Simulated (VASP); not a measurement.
# Ge (Cmcm) in VASP: notebook

Ge is run at these levels: PBEsol; tasks: single point.

All numbers are computed with VASP 6.6.1; they aren't measurements. Logs are shortened: lines on timing, memory, paths and dates and some standing lists are left out, and cuts for length are marked.

## Step 1: The cell of the first run

Symmetry: Cmcm, No. 63, orthorhombic system. Conventional cell: a = 2.976 Å, b = 5.293 Å, c = 4.728 Å, α = 90.00°, β = 90.00°, γ = 90.00°. Within 3.9 Å of Ge (site symmetry m2m) lie 12 Ge at 2.93 to 3.04 Å.

## Step 2: Single point, PBEsol (strain +0.0200 x Voigt [0, 1, 0, 0, 0, 0])

Contents of INCAR:

```
PREC = Accurate
ENCUT = 520
EDIFF = 1E-6
ISMEAR = 0
SIGMA = 0.15
LREAL = F
LASPH = T
NELM = 100
ALGO = Normal
ISIF = 2
LWAVE = F
LCHARG = T
GGA = PS
LELF = T
LVHAR = T
NBANDS = 21
```

Contents of KPOINTS:

```
regular mesh
0
Gamma
  18 18 10
```

Contents of POSCAR:

```
Ge
1.0
    1.4880529250     -2.6465834022      0.0000000000
    1.4880529250      2.6465834022      0.0000000000
    0.0000000000      0.0000000000      4.7275957900
Ge
2
Direct
    0.6665533700      0.3334466300      0.2500000000
    0.3334466300      0.6665533700      0.7500000000
```

Potentials or basis: VASP PAW PBE potentials, release 64 (Ge_d).

The run is started by

```
$ cat potpaw_PBE.64/Ge_d/POTCAR > POTCAR
$ mpirun -np 1 vasp_std > vasp.out
```

OUTCAR:

```text
PREC = Accurate
   ENCUT = 520
   EDIFF = 1E-6
   ISMEAR = 0
   LREAL = F
   LASPH = T
   NELM = 100
   ISIF = 2
   GGA = PS

 ion  position               nearest neighbor table
   1  0.667  0.333  0.250-
   2  0.333  0.667  0.750-

  LATTYP: Found a base centered orthorhombic cell.
 ALAT       =     2.9761058500
 B/A-ratio  =     1.7785546184
 C/A-ratio  =     1.5885173540

  Lattice vectors:

 A1 = (   1.4880529250,  -2.6465834022,   0.0000000000)
 A2 = (   1.4880529250,   2.6465834022,   0.0000000000)
 A3 = (   0.0000000000,   0.0000000000,   4.7275957900)

Analysis of symmetry for initial positions (statically):
=====================================================================
 Subroutine PRICEL returns:
 Original cell was already a primitive cell.

 Routine SETGRP: Setting up the symmetry group for a
 base centered orthorhombic supercell.

 Subroutine GETGRP returns: Found  8 space group operations
 (whereof  4 operations were pure point group operations)
 out of a pool of  8 trial point group operations.

The static configuration has the point symmetry C_2h.
 The point group associated with its full space group is D_2h.

Analysis of symmetry for dynamics (positions and initial velocities):
=====================================================================
 Subroutine PRICEL returns:
 Original cell was already a primitive cell.

 Routine SETGRP: Setting up the symmetry group for a
 base centered orthorhombic supercell.

 Subroutine GETGRP returns: Found  8 space group operations
 (whereof  4 operations were pure point group operations)
 out of a pool of  8 trial point group operations.

The dynamic configuration has the point symmetry C_2h.
 The point group associated with its full space group is D_2h.

 Subroutine INISYM returns: Found  8 space group operations
 (whereof  4 operations are pure point group operations),
 and found     1 'primitive' translations

----------------------------------------------------------------------------------------

                                     Primitive cell

  volume of cell :      37.2370

  direct lattice vectors                    reciprocal lattice vectors
     1.488052925 -2.646583402  0.000000000     0.336009554 -0.188922820  0.000000000
     1.488052925  2.646583402  0.000000000     0.336009554  0.188922820  0.000000000
     0.000000000  0.000000000  4.727595790     0.000000000  0.000000000  0.211524006

  length of vectors
     3.036232075  3.036232075  4.727595790     0.385479250  0.385479250  0.211524006

  position of ions in fractional coordinates (direct lattice)
     0.666553370  0.333446630  0.250000000
     0.333446630  0.666553370  0.750000000

  ion indices of the primitive-cell ions
   primitive index   ion index
                 1           1
                 2           2

----------------------------------------------------------------------------------------

 KPOINTS: regular mesh

Automatic generation of k-mesh.
 Grid dimensions read from file:
 generate k-points for:   18   18   10

 Generating k-lattice:

  Cartesian coordinates                     Fractional coordinates (reciprocal lattice)
     0.018667197 -0.010495712  0.000000000     0.055555556 -0.000000000  0.000000000
     0.018667197  0.010495712  0.000000000    -0.000000000  0.055555556  0.000000000
     0.000000000  0.000000000  0.021152401     0.000000000  0.000000000  0.100000000

  Length of vectors
     0.021415514  0.021415514  0.021152401

  Shift w.r.t. Gamma in fractional coordinates (k-lattice)
     0.000000000  0.000000000  0.000000000

 Subroutine IBZKPT returns following result:
 ===========================================

 Found    546 irreducible k-points:

 Following reciprocal coordinates:
            Coordinates               Weight
  0.000000  0.000000  0.000000      1.000000
  0.055556  0.000000  0.000000      4.000000
  0.111111  0.000000  0.000000      4.000000
  0.166667  0.000000  0.000000      4.000000
  0.222222 -0.000000  0.000000      4.000000
  0.277778  0.000000  0.000000      4.000000
[... 16 lines left out ...]
 -0.277778  0.055556  0.000000      4.000000
 -0.222222  0.055556  0.000000      4.000000
 [... further k-points ...]
   k-points           NKPTS =    546   k-points in BZ     NKDIM =    546   number of bands    NBANDS=     21
   number of dos      NEDOS =    301   number of ions     NIONS =      2
   total plane-waves  NPLWV =  20736
   dimension x,y,z NGX =    24 NGY =   24 NGZ =   36
   dimension x,y,z NGXF=    48 NGYF=   48 NGZF=   72
   ions per type =               2
   NGX,Y,Z   is equivalent  to a cutoff of  13.14, 13.14, 12.66 a.u.
   NGXF,Y,Z  is equivalent  to a cutoff of  26.28, 26.28, 25.32 a.u.
 SYSTEM =  unknown system
   PREC   = accura    normal or accurate (medium, high low for compatibility)
   ISTART =      0    job   : 0-new  1-cont  2-samecut
   ICHARG =      2    charge: 1-file 2-atom 10-const
   ISPIN  =      1    spin polarized calculation?
   LNONCOLLINEAR =      F non collinear calculations
   LSORBIT =      F    spin-orbit coupling
   LASPH  =      T    aspherical Exc in radial PAW
   ENCUT  =  520.0 eV  38.22 Ry    6.18 a.u.   5.65  5.65  8.79*2*pi/ulx,y,z
   NELM   =    100;   NELMIN=  2; NELMDL= -5     # of ELM steps
   EDIFF  = 0.1E-05   stopping-criterion for ELM
   LREAL  =      F    real-space projection
   EDIFFG = 0.1E-04   stopping-criterion for IOM
   NSW    =      0    number of steps for IOM
   IBRION =     -1    ionic relax: 0-MD 1-quasi-New 2-CG
   NFREE  =      0    steps in history (QN), initial steepest desc. (CG)
   ISIF   =      2    stress and relaxation
   ISYM   =      2    0-nonsym 1-usesym 2-fastsym
   POTIM  = 0.5000    time-step for ionic-motion
   TEBEG  =    0.0;   TEEND  =   0.0 temperature during run
   PSTRESS=    0.0 pullay stress
   NELECT =      28.0000    total number of electrons
   NUPDOWN=      -1.0000    fix difference up-down
   EMIN   =  10.00;   EMAX   =-10.00  energy-range for DOS
   EFERMI =   0.00;   METHOD = LEGACY
   ISMEAR =     0;   SIGMA  =   0.15  broadening in eV -4-tet -1-fermi 0-gaus
   EFERMI_NEDOS =   21; number of points for ismear=-14 and -15
   IALGO  =     38    algorithm
   IMIX   =      4    mixing-type and parameters
     AMIX     =   0.40;   BMIX     =  1.00
     AMIX_MAG =   1.60;   BMIX_MAG =  1.00
  volume/ion in A,a.u.               =      18.62       125.64
  Fermi-wavevector in a.u.,A,eV,Ry     =   1.488685  2.813206 30.152991  2.216182
  Thomas-Fermi vector in A             =   2.601688
   LORBIT       =      0    0 simple, 1 ext, 2 COOP (PROOUT), +10 PAW based schemes
   GGA     = PS    functional components
   LHFCALC =     F    Hartree Fock is set to
   AEXX    =    0.0000 exact exchange contribution
   IVDW    =     0    specifies the selected vdW correction
   LEPSILON=     F    determine dielectric tensor
   LRPA    =     F    only Hartree local field effects (RPA)
 non-spin polarized calculation
 Gauss-broadening in eV      SIGMA  =   0.15
  energy-cutoff  :      520.00
  volume of cell :       37.24
 maximum number of plane-waves:      1031
   NGX = 11   NGY = 11   NGZ = 17

 number of electron      28.0000015 magnetization

 Free energy of the ion-electron system (eV)
  ---------------------------------------------------
  ext. energy  EPLUGINS =         0.00000000
  ---------------------------------------------------
  free energy    TOTEN  =        -9.31814974 eV

  energy without entropy =       -9.30777176  energy(sigma->0) =       -9.31296075

 E-fermi :   6.8156     XC(G=0): -11.5043

 val. band max:        6.8145149783   @ k =  -0.2222   0.2222   0.0000
 cond. band min:       6.8259764508   @ k =   0.3889   0.3333   0.0000
 fundamental gap:      0.0114614725
 Fermi energy:         6.8156460927

 k-point     1 :       0.0000    0.0000    0.0000
  band No.  band energies     occupation
      1     -17.8647      2.00000
      2     -17.8591      2.00000
      3     -17.8516      2.00000
      4     -17.8490      2.00000
      5     -17.8461      2.00000
      6     -17.8382      2.00000
[... 13 lines left out ...]
     20      19.4594      0.00000
     21      20.4212      0.00000

 k-point     2 :       0.0556    0.0000    0.0000
  band No.  band energies     occupation
      1     -17.8638      2.00000
      2     -17.8591      2.00000
      3     -17.8511      2.00000
      4     -17.8481      2.00000
      5     -17.8422      2.00000
      6     -17.8389      2.00000
[... 13 lines left out ...]
     20      19.2276      0.00000
     21      20.4783      0.00000

 k-point     3 :       0.1111    0.0000    0.0000
  band No.  band energies     occupation
      1     -17.8665      2.00000
      2     -17.8578      2.00000
      3     -17.8462      2.00000
      4     -17.8418      2.00000
      5     -17.8411      2.00000
      6     -17.8384      2.00000
[... 13 lines left out ...]
     20      19.6387      0.00000
     21      20.7286      0.00000

 k-point     4 :       0.1667    0.0000    0.0000
  band No.  band energies     occupation
      1     -17.8742      2.00000
      2     -17.8537      2.00000
      3     -17.8462      2.00000
      4     -17.8439      2.00000
      5     -17.8374      2.00000
      6     -17.8337      2.00000
[... 13 lines left out ...]
     20      20.0739      0.00000
     21      20.5365      0.00000

 k-point     5 :       0.2222   -0.0000    0.0000
  band No.  band energies     occupation
      1     -17.8832      2.00000
      2     -17.8518      2.00000
      3     -17.8509      2.00000
      4     -17.8507      2.00000
      5     -17.8318      2.00000
      6     -17.8208      2.00000
[... 13 lines left out ...]
     20      19.2473      0.00000
     21      20.4405      0.00000
[... 382 lines left out ...]
     20      17.0318      0.00000
     21      20.1390      0.00000

 k-point    22 :      -0.3333    0.0556    0.0000
  band No.  band energies     occupation
      1     -17.8939      2.00000
      2     -17.8658      2.00000
      3     -17.8566      2.00000
      4     -17.8510      2.00000
      5     -17.8220      2.00000
      6     -17.8005      2.00000
[... 13 lines left out ...]
     20      17.4519      0.00000
     21      20.4172      0.00000

 k-point    23 :      -0.2778    0.0556    0.0000
  band No.  band energies     occupation
      1     -17.8854      2.00000
      2     -17.8573      2.00000
      3     -17.8531      2.00000
      4     -17.8521      2.00000
      5     -17.8286      2.00000
      6     -17.8130      2.00000
[... 13 lines left out ...]
     20      18.0760      0.00000
     21      20.6104      0.00000

 k-point    24 :      -0.2222    0.0556    0.0000
  band No.  band energies     occupation
      1     -17.8766      2.00000
      2     -17.8581      2.00000
      3     -17.8496      2.00000
      4     -17.8470      2.00000
      5     -17.8332      2.00000
      6     -17.8259      2.00000
[... 13 lines left out ...]
     20      18.9736      0.00000
     21      20.2031      0.00000

 [... further k-points ...]
[... 5 lines left out ...]
  --------------------------------------------------------------------------------------
  -------------------------------------------------------------------------------------
  Total       -0.1921706     -0.3817821     -0.1077107      0.0000000      0.0000000      0.0000000
  in kB       -8.2684331    -16.4267590     -4.6344179      0.0000000      0.0000000      0.0000000
  external PRESSURE =      -9.7765367 kB  Pullay stress =       0.0000000 kB

 VOLUME and BASIS-vectors are now :
 -----------------------------------------------------------------------------
  energy-cutoff  :      520.00
  volume of cell :       37.24
      direct lattice vectors                 reciprocal lattice vectors
     1.488052925 -2.646583402  0.000000000     0.336009554 -0.188922820  0.000000000
     1.488052925  2.646583402  0.000000000     0.336009554  0.188922820  0.000000000
     0.000000000  0.000000000  4.727595790     0.000000000  0.000000000  0.211524006

 POSITION                                       TOTAL-FORCE (eV/Angst)
 -----------------------------------------------------------------------------------
      1.48805     -0.88159      1.18190         0.000000      0.016162      0.000000
      1.48805      0.88159      3.54570         0.000000     -0.016162     -0.000000
 -----------------------------------------------------------------------------------
    total drift:                                0.000000     -0.000000      0.000000

  FREE ENERGIE OF THE ION-ELECTRON SYSTEM (eV)
  ---------------------------------------------------
  free  energy   TOTEN  =        -9.3181497393 eV

  energy  without entropy=       -9.3077717604  energy(sigma->0) =       -9.31296075
```

It took 3 min on 1 thread of AMD EPYC 9R14 (Zen 4), shared host; peak memory 0.38 GiB.

What came out:

| Quantity | Value |
| --- | --- |
| Free energy | -9.3181 eV |
| Pressure | -1.0 GPa |
| Largest force | 0.016 eV/Å |
| Band gap on the k mesh | zero (band 14 reaches 13.07 eV, above the bottom of band 15 at 3.80 eV) |

Forces in eV/Å, atoms in the order of the input:
```
Ge   0.000  0.016  0.000
Ge   0.000 -0.016  0.000
```

Stress tensor (GPa, compression positive):
```
-0.83  0.00  0.00
 0.00 -1.64  0.00
 0.00  0.00 -0.46
```

Caveat: the cell differs from its parent crystal (strain +0.0200 x Voigt [0, 1, 0, 0, 0, 0]); the PAW data sets were made with another functional, which shifts forces and pressure a little.

(Continued in part 2 of 3.)
